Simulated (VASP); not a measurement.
Write the native input for VASP 6.6.1 that does the following.

* Task: single point
* Functional: r2SCAN
* Potentials or basis: VASP PAW PBE potentials, release 64 (Ag, Rh_pv)
* Cutoff: 520 eV
* k mesh: 11 × 11 × 6
* Occupations: fermi-dirac, width 0.05 eV
* Spin: no spin polarisation
* Dipole correction: no
* Further INCAR settings: ALGO = Normal; EDIFF = 1e-07; NBANDS = 20

AgRh:

```
Ag Rh
1.0
     2.83206    0.00000    0.00000
    -1.41603    2.45264    0.00000
     0.00000    0.00000    4.90291
Ag Rh
1 1
Direct
  0.00000 0.00000 0.50000
  0.66667 0.33333 0.00000
```

The input as run:

POSCAR

```
AgRh
1.0
    2.8320645439      0.0000000000      0.0000000000
   -1.4160322720      2.4526398402      0.0000000000
    0.0000000000      0.0000000000      4.9029122571
Ag Rh
1 1
Direct
    0.0000000000      0.0000000000      0.5000000000
    0.6666666667      0.3333333333      0.0000000000
```

INCAR.step1

```
SYSTEM = AgRh
  ALGO = Normal
  EDIFF = 1E-4
  ENCUT = 520
  GGA = PE
  ISMEAR = -1
  LASPH = .True.
  LCHARG = .False.
  LREAL = .False.
  LWAVE = .True.
  NBANDS = 20
  NELM = 100
  PREC = Accurate
  SIGMA = 0.05
```

INCAR.step2

```
SYSTEM = AgRh
  ALGO = Normal
  EDIFF = 1E-7
  ENCUT = 520
  ISIF = 2
  ISMEAR = -1
  ISTART = 1
  LASPH = .True.
  LCHARG = .True.
  LELF = .True.
  LMIXTAU = .True.
  LREAL = .False.
  LVHAR = .True.
  LWAVE = .False.
  METAGGA = R2SCAN
  NBANDS = 20
  NELM = 100
  PREC = Accurate
  SIGMA = 0.05
```

KPOINTS

```
k-points
0
Gamma
  11 11 6
  0 0 0
```

Potentials or basis: VASP PAW PBE potentials, release 64 (Ag, Rh_pv).

The run is started by

```console
$ cat potpaw_PBE.64/Ag/POTCAR potpaw_PBE.64/Rh_pv/POTCAR > POTCAR
$ cp INCAR.step1 INCAR
$ mpirun -np 1 vasp_std > vasp.out
$ cp INCAR.step2 INCAR
$ mpirun -np 1 vasp_std > vasp.out
```

Results of the run:

```yaml
Pressure: -13.0 GPa
Band_gap_on_the_k_mesh: zero (bands 13 and 14 overlap by 1.25 eV)
```

Caveat: the cell stands under tension; the PAW data sets were made with another functional, which shifts forces and pressure a little.

It took 2.2 min on 1 thread of AMD EPYC 7R13 Processor (Zen 3), on a shared host, peak memory 0.16 GiB.
